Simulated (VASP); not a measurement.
# W3S5 in VASP: single point with PBE

Aim: the single point of W3S5 with PBE.

Everything below comes from runs of VASP 6.6.1. Logs are shortened: lines on timing, memory, paths and dates and some standing lists are left out, and cuts for length are marked.

## (1) The cell of the first run

The cell holds a slab with vacuum, 8 atoms: a = 3.183 Å, b = 3.183 Å, c = 28.532 Å, α = 90.00°, β = 90.00°, γ = 120.00°.

## (2) Single point, PBE

INCAR reads:

```
ALGO = Normal ; EDIFF = 1E-6
ENCUT = 520 ; GGA = PE
ISIF = 2 ; ISMEAR = 0
LASPH = True ; LCHARG = True
LELF = True ; LREAL = False
LVHAR = True ; LWAVE = False
NBANDS = 46 ; NELM = 80
PREC = Accurate ; SIGMA = 0.01
```

KPOINTS reads:

```
k-points
0
Gamma
  12 12 1
```

POSCAR reads:

```
W3S5
1.0
    3.1829541699      0.0000000000      0.0000000000
   -1.5914770850      2.7565191702      0.0000000000
    0.0000000000      0.0000000000     28.5322178600
W S
3 5
Direct
    0.6666666667      0.3333333333      0.6592864300
    0.3333333333      0.6666666667      0.8855337800
    0.3333333333      0.6666666667      0.4343616800
    0.6666666667      0.3333333333      0.9401857300
    0.6666666667      0.3333333333      0.4890304200
    0.3333333333      0.6666666667      0.7139522100
    0.6666666667      0.3333333333      0.8308482800
    0.6666666667      0.3333333333      0.3797102500
```

Potentials or basis: VASP PAW PBE potentials, release 64 (W_sv, S).

Started as:

```console
> cat potpaw_PBE.64/W_sv/POTCAR potpaw_PBE.64/S/POTCAR > POTCAR
> mpirun -np 1 vasp_std > vasp.out
```

OUTCAR:

```text
EDIFF = 1E-6
   ENCUT = 520
   GGA = PE
   ISIF = 2
   ISMEAR = 0
   LASPH = True
   LREAL = False
   NELM = 80
   PREC = Accurate

 ion  position               nearest neighbor table
   1  0.667  0.333  0.659-   6 2.41   6 2.41   6 2.41
   2  0.333  0.667  0.886-   4 2.41   4 2.41   4 2.41   7 2.41   7 2.41   7 2.41
   3  0.333  0.667  0.434-   8 2.41   8 2.41   8 2.41   5 2.41   5 2.41   5 2.41
   4  0.667  0.333  0.940-   2 2.41   2 2.41   2 2.41
   5  0.667  0.333  0.489-   3 2.41   3 2.41   3 2.41
   6  0.333  0.667  0.714-   1 2.41   1 2.41   1 2.41
   7  0.667  0.333  0.831-   2 2.41   2 2.41   2 2.41
   8  0.667  0.333  0.380-   3 2.41   3 2.41   3 2.41

  LATTYP: Found a hexagonal cell.
 ALAT       =     3.1829541699
 C/A-ratio  =     8.9640680754

  Lattice vectors:

 A1 = (   3.1829541699,   0.0000000000,   0.0000000000)
 A2 = (  -1.5914770850,   2.7565191702,   0.0000000000)
 A3 = (   0.0000000000,   0.0000000000,  28.5322178600)

Analysis of symmetry for initial positions (statically):
=====================================================================
 Subroutine PRICEL returns:
 Original cell was already a primitive cell.

 Routine SETGRP: Setting up the symmetry group for a
 hexagonal supercell.

 Subroutine GETGRP returns: Found  6 space group operations
 (whereof  6 operations were pure point group operations)
 out of a pool of 24 trial point group operations.

The static configuration has the point symmetry C_3v.

Analysis of symmetry for dynamics (positions and initial velocities):
=====================================================================
 Subroutine PRICEL returns:
 Original cell was already a primitive cell.

 Routine SETGRP: Setting up the symmetry group for a
 hexagonal supercell.

 Subroutine GETGRP returns: Found  6 space group operations
 (whereof  6 operations were pure point group operations)
 out of a pool of 24 trial point group operations.

The dynamic configuration has the point symmetry C_3v.

 Subroutine INISYM returns: Found  6 space group operations
 (whereof  6 operations are pure point group operations),
 and found     1 'primitive' translations

----------------------------------------------------------------------------------------

                                     Primitive cell

  volume of cell :     250.3381

  direct lattice vectors                    reciprocal lattice vectors
     3.182954170  0.000000000  0.000000000     0.314173547  0.181388182  0.000000000
    -1.591477085  2.756519170  0.000000000     0.000000000  0.362776363  0.000000000
     0.000000000  0.000000000 28.532217860     0.000000000  0.000000000  0.035048099

  length of vectors
     3.182954170  3.182954170 28.532217860     0.362776363  0.362776363  0.035048099

  position of ions in fractional coordinates (direct lattice)
     0.666666667  0.333333333  0.659286430
     0.333333333  0.666666667  0.885533780
     0.333333333  0.666666667  0.434361680
     0.666666667  0.333333333  0.940185730
     0.666666667  0.333333333  0.489030420
     0.333333333  0.666666667  0.713952210
     0.666666667  0.333333333  0.830848280
     0.666666667  0.333333333  0.379710250

  ion indices of the primitive-cell ions
   primitive index   ion index
                 1           1
                 2           2
                 3           3
                 4           4
                 5           5
                 6           6
                 7           7
                 8           8

----------------------------------------------------------------------------------------

 KPOINTS: k-points

Automatic generation of k-mesh.
 Grid dimensions read from file:
 generate k-points for:   12   12    1

 Generating k-lattice:

  Cartesian coordinates                     Fractional coordinates (reciprocal lattice)
     0.026181129  0.015115682  0.000000000     0.083333333  0.000000000  0.000000000
     0.000000000  0.030231364  0.000000000     0.000000000  0.083333333  0.000000000
     0.000000000  0.000000000  0.035048099     0.000000000  0.000000000  1.000000000

  Length of vectors
     0.030231364  0.030231364  0.035048099

  Shift w.r.t. Gamma in fractional coordinates (k-lattice)
     0.000000000  0.000000000  0.000000000

 Subroutine IBZKPT returns following result:
 ===========================================

 Found     19 irreducible k-points:

 Following reciprocal coordinates:
            Coordinates               Weight
  0.000000  0.000000  0.000000      1.000000
  0.083333  0.000000  0.000000      6.000000
  0.166667  0.000000  0.000000      6.000000
  0.250000  0.000000  0.000000      6.000000
  0.333333  0.000000  0.000000      6.000000
  0.416667  0.000000  0.000000      6.000000
[... 11 lines left out ...]
  0.333333  0.250000  0.000000     12.000000
  0.333333  0.333333  0.000000      2.000000
   k-points           NKPTS =     19   k-points in BZ     NKDIM =     19   number of bands    NBANDS=     46
   number of dos      NEDOS =    301   number of ions     NIONS =      8
   total plane-waves  NPLWV = 124416
   dimension x,y,z NGX =    24 NGY =   24 NGZ =  216
   dimension x,y,z NGXF=    48 NGYF=   48 NGZF=  432
   ions per type =               3   5
   NGX,Y,Z   is equivalent  to a cutoff of  12.54, 12.54, 12.59 a.u.
   NGXF,Y,Z  is equivalent  to a cutoff of  25.07, 25.07, 25.17 a.u.
 SYSTEM =  unknown system
   PREC   = accura    normal or accurate (medium, high low for compatibility)
   ISTART =      0    job   : 0-new  1-cont  2-samecut
   ICHARG =      2    charge: 1-file 2-atom 10-const
   ISPIN  =      1    spin polarized calculation?
   LNONCOLLINEAR =      F non collinear calculations
   LSORBIT =      F    spin-orbit coupling
   LASPH  =      T    aspherical Exc in radial PAW
   ENCUT  =  520.0 eV  38.22 Ry    6.18 a.u.   5.92  5.92 53.05*2*pi/ulx,y,z
   NELM   =     80;   NELMIN=  2; NELMDL= -5     # of ELM steps
   EDIFF  = 0.1E-05   stopping-criterion for ELM
   LREAL  =      F    real-space projection
   EDIFFG = 0.1E-04   stopping-criterion for IOM
   NSW    =      0    number of steps for IOM
   IBRION =     -1    ionic relax: 0-MD 1-quasi-New 2-CG
   NFREE  =      0    steps in history (QN), initial steepest desc. (CG)
   ISIF   =      2    stress and relaxation
   ISYM   =      2    0-nonsym 1-usesym 2-fastsym
   POTIM  = 0.5000    time-step for ionic-motion
   TEBEG  =    0.0;   TEEND  =   0.0 temperature during run
   PSTRESS=    0.0 pullay stress
   NELECT =      72.0000    total number of electrons
   NUPDOWN=      -1.0000    fix difference up-down
   EMIN   =  10.00;   EMAX   =-10.00  energy-range for DOS
   EFERMI =   0.00;   METHOD = LEGACY
   ISMEAR =     0;   SIGMA  =   0.01  broadening in eV -4-tet -1-fermi 0-gaus
   EFERMI_NEDOS =   21; number of points for ismear=-14 and -15
   IALGO  =     38    algorithm
   IMIX   =      4    mixing-type and parameters
     AMIX     =   0.40;   BMIX     =  1.00
     AMIX_MAG =   1.60;   BMIX_MAG =  1.00
  volume/ion in A,a.u.               =      31.29       211.17
  Fermi-wavevector in a.u.,A,eV,Ry     =   1.080629  2.042093 15.888331  1.167759
  Thomas-Fermi vector in A             =   2.216625
   LORBIT       =      0    0 simple, 1 ext, 2 COOP (PROOUT), +10 PAW based schemes
   GGA     = PE    functional components
   LHFCALC =     F    Hartree Fock is set to
   AEXX    =    0.0000 exact exchange contribution
   IVDW    =     0    specifies the selected vdW correction
   LEPSILON=     F    determine dielectric tensor
   LRPA    =     F    only Hartree local field effects (RPA)
 non-spin polarized calculation
 Gauss-broadening in eV      SIGMA  =   0.01
  energy-cutoff  :      520.00
  volume of cell :      250.34
 maximum number of plane-waves:      6780
 NGX is ok and might be reduce to    24
   NGX = 11   NGY = 11   NGZ =107

 number of electron      72.0000002 magnetization

 Free energy of the ion-electron system (eV)
  ---------------------------------------------------
  ext. energy  EPLUGINS =         0.00000000
  ---------------------------------------------------
  free energy    TOTEN  =       -63.41501131 eV

  energy without entropy =      -63.41501131  energy(sigma->0) =      -63.41501131

 E-fermi :   2.3048     XC(G=0):  -7.0416

 val. band max:        2.1901967751   @ k =   0.5000   0.0000   0.0000
 cond. band min:       2.4475130501   @ k =   0.0833   0.0833   0.0000
 fundamental gap:      0.2573162750
 Fermi energy:         2.3048155651

 k-point     1 :       0.0000    0.0000    0.0000
  band No.  band energies     occupation
      1     -72.7628      2.00000
      2     -72.2620      2.00000
      3     -72.1495      2.00000
      4     -37.0003      2.00000
      5     -36.8546      2.00000
      6     -36.8546      2.00000
[... 38 lines left out ...]
     45       4.8198      0.00000
     46       4.8198      0.00000

 k-point     2 :       0.0833    0.0000    0.0000
  band No.  band energies     occupation
      1     -72.7617      2.00000
      2     -72.2609      2.00000
      3     -72.1485      2.00000
      4     -36.9962      2.00000
      5     -36.8774      2.00000
      6     -36.8599      2.00000
[... 38 lines left out ...]
     45       4.7159      0.00000
     46       4.8570      0.00000

 k-point     3 :       0.1667    0.0000    0.0000
  band No.  band energies     occupation
      1     -72.7586      2.00000
      2     -72.2578      2.00000
      3     -72.1457      2.00000
      4     -36.9850      2.00000
      5     -36.9393      2.00000
      6     -36.8743      2.00000
[... 773 lines left out ...]
     45       6.2051      0.00000
     46       6.5677      0.00000

 k-point    19 :       0.3333    0.3333    0.0000
  band No.  band energies     occupation
      1     -72.7440      2.00000
      2     -72.2432      2.00000
      3     -72.1322      2.00000
      4     -37.1031      2.00000
      5     -37.0695      2.00000
      6     -36.9311      2.00000
[... 38 lines left out ...]
     45       6.6049      0.00000
     46       6.7089      0.00000

------------------------ aborting loop because EDIFF is reached ----------------------------------------

  FORCE on cell =-STRESS in cart. coord.  units (eV):
  Direction    XX          YY          ZZ          XY          YZ          ZX
  --------------------------------------------------------------------------------------
  -------------------------------------------------------------------------------------
  Total       -4.4841626     -4.4841626      0.9396272      0.0000000      0.0000000     -0.0000000
  in kB      -28.6988835    -28.6988835      6.0136652      0.0000000      0.0000000     -0.0000000
  external PRESSURE =     -17.1280340 kB  Pullay stress =       0.0000000 kB

 VOLUME and BASIS-vectors are now :
 -----------------------------------------------------------------------------
  energy-cutoff  :      520.00
  volume of cell :      250.34
      direct lattice vectors                 reciprocal lattice vectors
     3.182954170  0.000000000  0.000000000     0.314173547  0.181388182  0.000000000
    -1.591477085  2.756519170  0.000000000     0.000000000  0.362776363  0.000000000
     0.000000000  0.000000000 28.532217860     0.000000000  0.000000000  0.035048099

 POSITION                                       TOTAL-FORCE (eV/Angst)
 -----------------------------------------------------------------------------------
      1.59148      0.91884     18.81090        -0.000000     -0.000000      0.492631
     -0.00000      1.83768     25.26624        -0.000000      0.000000      0.007347
     -0.00000      1.83768     12.39330         0.000000     -0.000000      0.015018
      1.59148      0.91884     26.82558        -0.000000      0.000000      0.267523
      1.59148      0.91884     13.95312         0.000000      0.000000      0.272491
     -0.00000      1.83768     20.37064         0.000000      0.000000     -0.577636
      1.59148      0.91884     23.70594         0.000000     -0.000000     -0.206387
      1.59148      0.91884     10.83398        -0.000000     -0.000000     -0.270987
 -----------------------------------------------------------------------------------
    total drift:                                0.000000      0.000000     -0.000369

  FREE ENERGIE OF THE ION-ELECTRON SYSTEM (eV)
  ---------------------------------------------------
  free  energy   TOTEN  =       -63.4150113061 eV

  energy  without entropy=      -63.4150113061  energy(sigma->0) =      -63.41501131
```

Wall time 5 min (1 thread of Intel Xeon Platinum 8488C (Sapphire Rapids), shared host); peak memory 0.43 GiB.

Results:

| Property | Result |
| --- | --- |
| Free energy | -63.4150 eV |
| Largest force | 0.578 eV/Å |
| Band gap on the k mesh | 0.26 eV (least direct gap 0.42 eV) |

Forces on the atoms (eV/Å):
```
W    0.000  0.000  0.493
W    0.000  0.000  0.007
W    0.000  0.000  0.015
S    0.000  0.000  0.268
S    0.000  0.000  0.272
S    0.000  0.000 -0.578
S    0.000  0.000 -0.206
S    0.000  0.000 -0.271
```

Caveat: spin-orbit coupling is left out, which moves the levels of the heavy elements.
